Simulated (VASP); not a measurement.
# Si4N (I-43m) in VASP: notebook

Si4N is run at these levels: PBE; tasks: single point, relaxation of cell and atoms.

Program: VASP 6.6.1. These are calculated values, not measurements. Logs are shortened: lines on timing, memory, paths and dates and some standing lists are left out, and cuts for length are marked.

**1. The cell of the first run**

The structure is cubic, space group I-43m (No. 217). The conventional cell has a = 5.335 Å, b = 5.335 Å, c = 5.335 Å, α = 90.00°, β = 90.00°, γ = 90.00°. Si (site symmetry 3m) has 1 N at 1.88 Å within 2.5 Å. N (site symmetry -43m) has 4 Si at 1.88 Å within 2.5 Å.

**2. Single point, PBE**

Contents of INCAR:

```
SYSTEM = Si4N
PREC = Accurate
ENCUT = 520
EDIFF = 1E-6
ISMEAR = 0
SIGMA = 0.1
LREAL = .FALSE.
LASPH = .TRUE.
NELM = 100
ALGO = Normal
ISIF = 2
LWAVE = .FALSE.
LCHARG = .FALSE.
GGA = PE
NBANDS = 18
```

Contents of KPOINTS:

```
Automatic mesh
0
G
  4 4 4
  0 0 0
```

Contents of POSCAR:

```
Si4N
1.0
   -2.6677008373      2.6677008373      2.6677008373
    2.6677008373     -2.6677008373      2.6677008373
    2.6677008373      2.6677008373     -2.6677008373
Si N
4 1
Direct
    0.0000000000      0.5939813735      0.0000000000
    0.4060186265      0.4060186265      0.4060186265
    0.0000000000      0.0000000000      0.5939813735
    0.5939813735      0.0000000000      0.0000000000
    0.0000000000      0.0000000000      0.0000000000
```

Potentials or basis: VASP PAW PBE potentials, release 64 (Si, N).

Launch:

```
$ cat potpaw_PBE.64/Si/POTCAR potpaw_PBE.64/N/POTCAR > POTCAR
$ mpirun -np 1 vasp_std > vasp.out
```

OUTCAR:

```text
SYSTEM = Si4N
   PREC = Accurate
   ENCUT = 520
   EDIFF = 1E-6
   ISMEAR = 0
   LREAL = .FALSE.
   LASPH = .TRUE.
   NELM = 100
   ISIF = 2
   GGA = PE

 ion  position               nearest neighbor table
   1  0.000  0.594  0.000-   5 1.88   4 2.76   4 2.76   3 2.76   3 2.76   2 2.76   2 2.76   3 3.06
                             4 3.06   2 3.06
   2  0.406  0.406  0.406-   5 1.88   1 2.76   4 2.76   1 2.76   3 2.76   4 2.76   3 2.76   3 3.06
                             1 3.06   4 3.06
   3  0.000  0.000  0.594-   5 1.88   1 2.76   2 2.76   4 2.76   1 2.76   4 2.76   2 2.76   2 3.06
                             4 3.06   1 3.06
   4  0.594  0.000  0.000-   5 1.88   1 2.76   1 2.76   3 2.76   2 2.76   2 2.76   3 2.76   2 3.06
                             3 3.06   1 3.06
   5  0.000  0.000  0.000-   1 1.88   2 1.88   3 1.88   4 1.88

  LATTYP: Found a body centered cubic cell.
 ALAT       =     5.3354016746

  Lattice vectors:

 A1 = (  -2.6677008373,   2.6677008373,   2.6677008373)
 A2 = (   2.6677008373,  -2.6677008373,   2.6677008373)
 A3 = (   2.6677008373,   2.6677008373,  -2.6677008373)

Analysis of symmetry for initial positions (statically):
=====================================================================
 Subroutine PRICEL returns:
 Original cell was already a primitive cell.

 Routine SETGRP: Setting up the symmetry group for a
 body centered cubic supercell.

 Subroutine GETGRP returns: Found 24 space group operations
 (whereof 24 operations were pure point group operations)
 out of a pool of 48 trial point group operations.

The static configuration has the point symmetry T_d .

Analysis of symmetry for dynamics (positions and initial velocities):
=====================================================================
 Subroutine PRICEL returns:
 Original cell was already a primitive cell.

 Routine SETGRP: Setting up the symmetry group for a
 body centered cubic supercell.

 Subroutine GETGRP returns: Found 24 space group operations
 (whereof 24 operations were pure point group operations)
 out of a pool of 48 trial point group operations.

The dynamic configuration has the point symmetry T_d .

 Subroutine INISYM returns: Found 24 space group operations
 (whereof 24 operations are pure point group operations),
 and found     1 'primitive' translations

----------------------------------------------------------------------------------------

                                     Primitive cell

  volume of cell :      75.9401

  direct lattice vectors                    reciprocal lattice vectors
    -2.667700837  2.667700837  2.667700837     0.000000000  0.187427313  0.187427313
     2.667700837 -2.667700837  2.667700837     0.187427313  0.000000000  0.187427313
     2.667700837  2.667700837 -2.667700837     0.187427313  0.187427313  0.000000000

  length of vectors
     4.620593390  4.620593390  4.620593390     0.265062248  0.265062248  0.265062248

  position of ions in fractional coordinates (direct lattice)
     0.000000000  0.593981374  0.000000000
     0.406018626  0.406018626  0.406018626
     0.000000000  0.000000000  0.593981374
     0.593981374  0.000000000  0.000000000
     0.000000000  0.000000000  0.000000000

  ion indices of the primitive-cell ions
   primitive index   ion index
                 1           1
                 2           2
                 3           3
                 4           4
                 5           5

----------------------------------------------------------------------------------------

 KPOINTS: Automatic mesh

Automatic generation of k-mesh.
 Grid dimensions read from file:
 generate k-points for:    4    4    4

 Generating k-lattice:

  Cartesian coordinates                     Fractional coordinates (reciprocal lattice)
     0.000000000  0.046856828  0.046856828     0.250000000  0.000000000  0.000000000
     0.046856828  0.000000000  0.046856828     0.000000000  0.250000000  0.000000000
     0.046856828  0.046856828  0.000000000     0.000000000  0.000000000  0.250000000

  Length of vectors
     0.066265562  0.066265562  0.066265562

  Shift w.r.t. Gamma in fractional coordinates (k-lattice)
     0.000000000  0.000000000  0.000000000

 Subroutine IBZKPT returns following result:
 ===========================================

 Found      8 irreducible k-points:

 Following reciprocal coordinates:
            Coordinates               Weight
  0.000000  0.000000  0.000000      1.000000
  0.250000  0.000000  0.000000     12.000000
  0.500000  0.000000  0.000000      6.000000
  0.250000  0.250000  0.000000     24.000000
  0.250000  0.250000  0.250000      2.000000
 -0.250000  0.250000  0.250000      6.000000
  0.500000  0.500000  0.250000     12.000000
  0.500000  0.500000  0.500000      1.000000
   k-points           NKPTS =      8   k-points in BZ     NKDIM =      8   number of bands    NBANDS=     18
   number of dos      NEDOS =    301   number of ions     NIONS =      5
[... 52 lines left out ...]
 NGX is ok and might be reduce to    36
   NGX = 17   NGY = 17   NGZ = 17

 number of electron      21.0000000 magnetization

 Free energy of the ion-electron system (eV)
  ---------------------------------------------------
  ext. energy  EPLUGINS =         0.00000000
  ---------------------------------------------------
  free energy    TOTEN  =       -27.12882090 eV

  energy without entropy =      -27.12465319  energy(sigma->0) =      -27.12673704

 E-fermi :   8.1211     XC(G=0): -10.4927

 val. band max:        8.0191003000   @ k =   0.2500   0.2500   0.2500
 cond. band min:       8.1352007200   @ k =   0.5000   0.5000   0.5000
 fundamental gap:      0.1161004201
 Fermi energy:         8.1210936752

 k-point     1 :       0.0000    0.0000    0.0000
  band No.  band energies     occupation
      1     -10.3442      2.00000
      2      -1.7043      2.00000
      3      -0.3081      2.00000
      4      -0.3081      2.00000
      5      -0.3081      2.00000
      6       3.6386      2.00000
[... 10 lines left out ...]
     17      14.4175      0.00000
     18      14.4175      0.00000

 k-point     2 :       0.2500    0.0000    0.0000
  band No.  band energies     occupation
      1     -10.2092      2.00000
      2      -2.5695      2.00000
      3      -0.8144      2.00000
      4      -0.3041      2.00000
      5       0.2806      2.00000
      6       2.6474      2.00000
[... 10 lines left out ...]
     17      13.3368      0.00000
     18      14.0913      0.00000

 k-point     3 :       0.5000    0.0000    0.0000
  band No.  band energies     occupation
      1     -10.0635      2.00000
      2      -3.1285      2.00000
      3      -1.1881      2.00000
      4      -0.3068      2.00000
      5       0.1897      2.00000
      6       2.1130      2.00000
[... 10 lines left out ...]
     17      13.0246      0.00000
     18      13.9083      0.00000

 k-point     4 :       0.2500    0.2500    0.0000
  band No.  band energies     occupation
      1     -10.0651      2.00000
      2      -2.8431      2.00000
      3      -1.7971      2.00000
      4      -0.6596      2.00000
      5       0.9241      2.00000
      6       3.0910      2.00000
[... 10 lines left out ...]
     17      12.5136      0.00000
     18      13.3936      0.00000

 k-point     5 :       0.2500    0.2500    0.2500
  band No.  band energies     occupation
      1     -10.0374      2.00000
      2      -2.0998      2.00000
      3      -2.0998      2.00000
      4      -2.0998      2.00000
      5       2.5669      2.00000
      6       3.2094      2.00000
[... 10 lines left out ...]
     17      12.0232      0.00000
     18      12.0232      0.00000

 k-point     6 :      -0.2500    0.2500    0.2500
  band No.  band energies     occupation
      1     -10.0951      2.00000
      2      -2.5943      2.00000
      3      -1.4255      2.00000
      4      -1.4255      2.00000
      5       1.9278      2.00000
      6       3.3653      2.00000
[... 10 lines left out ...]
     17      13.2160      0.00000
     18      14.1506      0.00000

 k-point     7 :       0.5000    0.5000    0.2500
  band No.  band energies     occupation
      1      -9.9737      2.00000
      2      -2.7683      2.00000
      3      -1.8480      2.00000
      4      -1.7179      2.00000
      5       2.3435      2.00000
      6       3.3701      2.00000
[... 10 lines left out ...]
     17      13.2878      0.00000
     18      14.9103      0.00000

 k-point     8 :       0.5000    0.5000    0.5000
  band No.  band energies     occupation
      1      -9.8796      2.00000
      2      -2.2906      2.00000
      3      -2.2906      2.00000
      4      -2.2906      2.00000
      5       2.2174      2.00000
      6       2.2174      2.00000
[... 10 lines left out ...]
     17      15.2715      0.00000
     18      16.1179      0.00000

------------------------ aborting loop because EDIFF is reached ----------------------------------------

  FORCE on cell =-STRESS in cart. coord.  units (eV):
  Direction    XX          YY          ZZ          XY          YZ          ZX
  --------------------------------------------------------------------------------------
  -------------------------------------------------------------------------------------
  Total       -0.0652838     -0.0652838     -0.0652838      0.0000000      0.0000000      0.0000000
  in kB       -1.3773518     -1.3773518     -1.3773518      0.0000000      0.0000000      0.0000000
  external PRESSURE =      -1.3773518 kB  Pullay stress =       0.0000000 kB

 VOLUME and BASIS-vectors are now :
 -----------------------------------------------------------------------------
  energy-cutoff  :      520.00
  volume of cell :       75.94
      direct lattice vectors                 reciprocal lattice vectors
    -2.667700837  2.667700837  2.667700837     0.000000000  0.187427313  0.187427313
     2.667700837 -2.667700837  2.667700837     0.187427313  0.000000000  0.187427313
     2.667700837  2.667700837 -2.667700837     0.187427313  0.187427313  0.000000000

 POSITION                                       TOTAL-FORCE (eV/Angst)
 -----------------------------------------------------------------------------------
      1.58456     -1.58456      1.58456        -0.022374      0.022374     -0.022374
      1.08314      1.08314      1.08314         0.022374      0.022374      0.022374
      1.58456      1.58456     -1.58456        -0.022374     -0.022374      0.022374
     -1.58456      1.58456      1.58456         0.022374     -0.022374     -0.022374
      0.00000      0.00000      0.00000         0.000000     -0.000000      0.000000
 -----------------------------------------------------------------------------------
    total drift:                               -0.000001     -0.000001     -0.000001

  FREE ENERGIE OF THE ION-ELECTRON SYSTEM (eV)
  ---------------------------------------------------
  free  energy   TOTEN  =       -27.1288208979 eV

  energy  without entropy=      -27.1246531890  energy(sigma->0) =      -27.12673704
```

It took 10 s on 1 thread of AMD EPYC 9R45 (Zen 5), shared host; peak memory 0.16 GiB.

Results:

| Property | Result |
| --- | --- |
| Free energy | -27.1288 eV |
| Pressure | -0.1 GPa |
| Largest force | 0.039 eV/Å |

Forces on the atoms (eV/Å):
```
Si  -0.022  0.022 -0.022
Si   0.022  0.022  0.022
Si  -0.022 -0.022  0.022
Si   0.022 -0.022 -0.022
N    0.000  0.000  0.000
```

Caveat: the k points lie up to 0.42 Å⁻¹ apart.

**3. Single point, PBE**

This run uses another cell than the first one, of 16.23 Å³/atom, 1.069 times its volume.

Contents of INCAR:

```
SYSTEM = Si4N
PREC = Accurate ; ENCUT = 520
EDIFF = 1E-7 ; ISMEAR = 0
SIGMA = 0.1 ; LREAL = .FALSE.
LASPH = .TRUE. ; NELM = 80
ALGO = Normal ; ISIF = 2
LWAVE = .FALSE. ; LCHARG = .TRUE.
GGA = PE ; LELF = .TRUE.
LVHAR = .TRUE. ; NBANDS = 18
```

KPOINTS is that of step 2.

Contents of POSCAR:

```
Si4N
1.0
   -2.7276253800      2.7276253800      2.7276253800
    2.7276253800     -2.7276253800      2.7276253800
    2.7276253800      2.7276253800     -2.7276253800
Si N
4 1
Direct
    0.0000000000      0.6305807800      0.0000000000
    0.3694192200      0.3694192200      0.3694192200
    0.0000000000      0.0000000000      0.6305807800
    0.6305807800      0.0000000000      0.0000000000
    0.0000000000      0.0000000000      0.0000000000
```

Potentials or basis: VASP PAW PBE potentials, release 64 (Si, N).

Launch:

```
$ cat potpaw_PBE.64/Si/POTCAR potpaw_PBE.64/N/POTCAR > POTCAR
$ mpirun -np 1 vasp_std > vasp.out
```

It took 12 s on 1 thread of AMD EPYC 9R45 (Zen 5), shared host; peak memory 0.16 GiB.

Results (log left out):

```yaml
Free_energy: -26.1477 eV
Pressure: 4.9 GPa
Largest_force: 3.284 eV/Å
```

Forces on the atoms (eV/Å):
```
Si  -1.896  1.896 -1.896
Si   1.896  1.896  1.896
Si  -1.896 -1.896  1.896
Si   1.896 -1.896 -1.896
N    0.000  0.000  0.000
```

Levels at points of the mesh, in eV from the Fermi level:
```csv
k point,band 6,band 7,band 8,band 9,band 10,band 11,band 12,band 13,band 14,band 15
"(0.00, 0.00, 0.00)",-4.53,-4.53,-4.53,-1.88,-1.88,-1.88,0.05,0.05,1.43,1.43
"(0.50, 0.00, 0.00)",-5.77,-5.21,-2.74,-2.51,-1.85,-1.03,0.94,1.19,2.02,2.51
"(0.50, 0.50, 0.50)",-5.51,-4.40,-4.40,-4.40,-1.34,0.01,0.01,0.01,0.09,6.43
```

Caveat: the k points lie up to 0.41 Å⁻¹ apart; forces of over 1 eV/Å act on the atoms, so gaps and moduli don't describe the material at rest.

**4. Relaxation of cell and atoms, PBE**

This run uses another cell than the first one, of 16.23 Å³/atom, 1.069 times its volume.

Contents of INCAR:

```
ALGO = Normal
EDIFF = 1E-6
EDIFFG = -0.04
ENCUT = 600
GGA = PE
IBRION = 2
ISIF = 3
ISMEAR = 0
LASPH = True
LCHARG = False
LREAL = False
LWAVE = False
NELM = 60
NSW = 90
PREC = Accurate
SIGMA = 0.1
```

Contents of KPOINTS:

```
k-points
0
Gamma
  4 4 4
```

POSCAR is that of step 3.

Launch:

```
$ cat potpaw_PBE.64/Si/POTCAR potpaw_PBE.64/N/POTCAR > POTCAR
$ mpirun -np 1 vasp_std > vasp.out
```

It took 56 s on 1 thread of AMD EPYC 9R45 (Zen 5), shared host; peak memory 0.2 GiB.

The run converged. Its results:

```
Free energy                            : -27.1331 eV
Relaxed volume                         : 15.18 Å³/atom
Relaxed cell                           : a = 4.620 Å, b = 4.620 Å, c = 4.620 Å, α = 109.47°, β = 109.47°, γ = 109.47°
Space group after relaxing (to 0.05 Å) : I-43m (No. 217)
Energy gained by relaxing              : 196.7 meV/atom
Ionic steps                            : 7
Pressure after relaxing                : -0.2 GPa
Largest force after relaxing           : 0.009 eV/Å
```

Forces on the atoms (eV/Å):
```
Si  -0.005  0.005 -0.005
Si   0.005  0.005  0.005
Si  -0.005 -0.005  0.005
Si   0.005 -0.005 -0.005
N    0.000  0.000  0.000
```

The path:
| step | energy change (eV) | largest force (eV/Å) | pressure (GPa) | volume (Å³) |
| --- | --- | --- | --- | --- |
| 1 | 0.0000 | 3.2851 | 4.90 | 81.17 |
| 2 | -0.6141 | 0.3519 | -9.40 | 87.15 |
| 3 | -0.7106 | 0.3628 | -6.54 | 85.29 |
| 4 | -0.9552 | 0.1751 | -2.33 | 78.42 |
| 5 | -0.9829 | 0.0825 | 0.37 | 75.59 |
| 6 | -0.9828 | 0.0894 | 0.17 | 75.78 |
| 7 | -0.9837 | 0.0088 | -0.17 | 75.89 |

Final structure:
```yaml
crystal:
  lattice:
    - [-2.66712, 2.66712, 2.66712]
    - [2.66712, -2.66712, 2.66712]
    - [2.66712, 2.66712, -2.66712]
  atoms:
    - { symbol: Si, position: [0.00000, 0.59350, 0.00000] }
    - { symbol: Si, position: [0.40649, 0.40649, 0.40649] }
    - { symbol: Si, position: [0.00000, 0.00000, 0.59350] }
    - { symbol: Si, position: [0.59350, 0.00000, 0.00000] }
    - { symbol: N, position: [0.00000, 0.00000, 0.00000] }
```

Levels at points of the mesh, in eV from the Fermi level:
```csv
k point,band 7,band 8,band 9,band 10,band 11,band 12,band 13,band 14
"(0.00, 0.00, 0.00)",-4.48,-4.48,-2.42,-2.42,-2.42,0.78,0.78,2.24
"(0.50, 0.00, 0.00)",-3.99,-2.35,-2.16,-1.73,-0.75,1.09,1.91,2.14
"(0.50, 0.50, 0.50)",-3.29,-3.29,-3.29,-0.45,0.01,0.01,0.01,0.56
```

Caveat: the k points lie up to 0.42 Å⁻¹ apart in the final cell.

**5. Single point, PBE, collinear spin, ferromagnetic start**

Contents of INCAR:

```
PREC = Accurate
ENCUT = 520
EDIFF = 1E-7
ISMEAR = 0
SIGMA = 0.1
LREAL = F
LASPH = T
NELM = 150
ALGO = Normal
ISIF = 2
LWAVE = F
LCHARG = T
ISPIN = 2
MAGMOM = 0 0 0 0 1
LORBIT = 11
GGA = PE
LELF = T
LVHAR = T
NBANDS = 22
```

Contents of KPOINTS:

```
regular mesh
0
Gamma
  4 4 4
```

Contents of POSCAR:

```
Si4N
1.0
   -2.6677008373      2.6677008373      2.6677008373
    2.6677008373     -2.6677008373      2.6677008373
    2.6677008373      2.6677008373     -2.6677008373
Si N
4 1
Direct
    0.0000000000      0.5939813735      0.0000000000
    0.4060186265      0.4060186265      0.4060186265
    0.0000000000      0.0000000000      0.5939813735
    0.5939813735      0.0000000000      0.0000000000
    0.0000000000      0.0000000000      0.0000000000
```

Launch:

```
$ cat potpaw_PBE.64/Si/POTCAR potpaw_PBE.64/N/POTCAR > POTCAR
$ mpirun -np 1 vasp_std > vasp.out
```

Run time: 28 s. Hardware: 1 thread of AMD EPYC 9R45 (Zen 5), shared host; peak memory 0.2 GiB.

Results (log left out):

```
Free energy                                           : -27.1288 eV
Pressure                                              : -0.1 GPa
Largest force                                         : 0.038 eV/Å
Net moment                                            : 0.00 μB per cell
Valence electrons inside the program's atomic spheres : Si 1.55; N 3.81
```

Forces on the atoms (eV/Å):
```
Si  -0.022  0.022 -0.022
Si   0.022  0.022  0.022
Si  -0.022 -0.022  0.022
Si   0.022 -0.022 -0.022
N    0.000  0.000  0.000
```

Levels at points of the mesh, in eV from the Fermi level:
Spin up:
```csv
k point,band 7,band 8,band 9,band 10,band 11,band 12,band 13,band 14
"(0.00, 0.00, 0.00)",-4.48,-4.48,-2.42,-2.42,-2.42,0.77,0.77,2.23
"(0.50, 0.00, 0.00)",-4.00,-2.35,-2.16,-1.74,-0.75,1.09,1.90,2.14
"(0.50, 0.50, 0.50)",-3.30,-3.30,-3.30,-0.45,0.01,0.01,0.01,0.56
```
Spin down:
```tsv
k point	band 6	band 7	band 8	band 9	band 10	band 11	band 12	band 13	band 14	band 15
(0.00, 0.00, 0.00)	-4.48	-4.48	-4.48	-2.42	-2.42	-2.42	0.77	0.77	2.23	2.23
(0.50, 0.00, 0.00)	-6.01	-4.00	-2.35	-2.16	-1.74	-0.75	1.09	1.90	2.14	2.50
(0.50, 0.50, 0.50)	-5.90	-3.30	-3.30	-3.30	-0.45	0.01	0.01	0.01	0.56	7.15
```

Caveat: the k points lie up to 0.42 Å⁻¹ apart.

**6. Summary**

| task | spin | cell | cutoff (eV) | gap on the mesh (eV) | pressure (GPa) | largest force (eV/Å) |
| --- | --- | --- | --- | --- | --- | --- |
| single point | off | a = 4.621 Å, angles 109.5°, 5 atoms | 520 | none | -0.1 | 0.04 |
| single point | off | a = 4.724 Å, angles 109.5°, 5 atoms | 520 | none | 4.9 | 3.28 |
| relaxation of cell and atoms | off | relaxed from a = 4.724 Å, angles 109.5°, 5 atoms | 600 | none | -0.2 | 0.01 |
| single point | collinear, ferromagnetic start | a = 4.621 Å, angles 109.5°, 5 atoms | 520 | none | -0.1 | 0.04 |

Alike in all rows: level PBE; potentials or basis VASP PAW PBE potentials, release 64 (Si, N); k mesh 4 × 4 × 4; smearing gaussian 0.1 eV.

Caveats: all runs use coarse meshes; forces of over 1 eV/Å act on the atoms, so gaps and moduli don't describe the material at rest (some runs).

Total energies depend on the potentials used, so only differences within one code and one set of settings carry meaning.
